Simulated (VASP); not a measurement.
Ge: electric field gradients with PBEsol

**Experimental background.**

“Electronic and optical properties of SixGe1-x-ySny alloys lattice-matched to Ge”, 2021, arxiv:2109.02782 reports, for a bulk crystal of Ge at 300 K: band gap 0.807 eV (direct).

Crystal: Ge.

```
CELL_PARAMETERS angstrom
0.00000 5.65782 5.65782
5.65782 0.00000 5.65782
5.65782 5.65782 0.00000
ATOMIC_POSITIONS crystal
Ge 0.00000 0.00000 0.00000
Ge 0.00000 0.00000 0.50000
Ge 0.00000 0.50000 0.00000
Ge 0.00000 0.50000 0.50000
Ge 0.50000 0.00000 0.00000
Ge 0.50000 0.00000 0.50000
Ge 0.50000 0.50000 0.00000
Ge 0.50000 0.50000 0.50000
Ge 0.12500 0.12500 0.12500
Ge 0.12500 0.12500 0.62500
Ge 0.12500 0.62500 0.12500
Ge 0.12500 0.62500 0.62500
Ge 0.62500 0.12500 0.12500
Ge 0.62500 0.12500 0.62500
Ge 0.62500 0.62500 0.12500
Ge 0.62500 0.62500 0.62500
```

```yaml
Program: VASP 6.6.1
Task: electric field gradients
Functional: PBEsol
Potentials_or_basis: VASP PAW PBE potentials, release 64 (Ge_d)
Cutoff: 520 eV
k_mesh: 5 × 5 × 5
Occupations: fermi-dirac, width 0.05 eV
Spin: no spin polarisation
Dipole_correction: no
Further_INCAR_settings: LREAL = Auto; ALGO = Normal; EDIFF = 1e-08; NBANDS = 126
```

| Item | Value |
| --- | --- |
| Pressure | 0.6 GPa |
| Band gap on the k mesh | zero (filled and empty bands touch) |
| Largest electric field gradient by atom | zero within the noise of the run |

Levels at points of the mesh, in eV from the Fermi level:
| k point | band 108 | band 109 | band 110 | band 111 | band 112 | band 113 | band 114 | band 115 | band 116 | band 117 |
| --- | --- | --- | --- | --- | --- | --- | --- | --- | --- | --- |
| (0.00, 0.00, 0.00) | -1.43 | -1.43 | -0.03 | -0.02 | -0.02 | -0.02 | 0.10 | 0.10 | 0.10 | 0.10 |

Run time: 24 min on 1 thread of Oxide Virtual Turin-like Processor, with other jobs on the host, peak memory 0.6 GiB.

Measured gap of Ge: 0.807 eV (direct; 300 K; “Electronic and optical properties of SixGe1-x-ySny alloys lattice-matched to Ge”, 2021, arxiv:2109.02782). This calculation gives 0.00 eV (-0.81 eV). 3 values of this kind are on record (0.666 to 0.807 eV); this one was drawn at random among those near their median. Spin-orbit coupling on Ge is left out. The value is that of PBEsol on a finite k mesh, which can miss the band edges, without temperature or zero-point motion. Semilocal functionals fall short of measured gaps as a rule.

Caveat: semilocal functionals underestimate gaps, so a narrow gap can read as zero; the PAW data sets were made with another functional, which shifts forces and pressure a little.
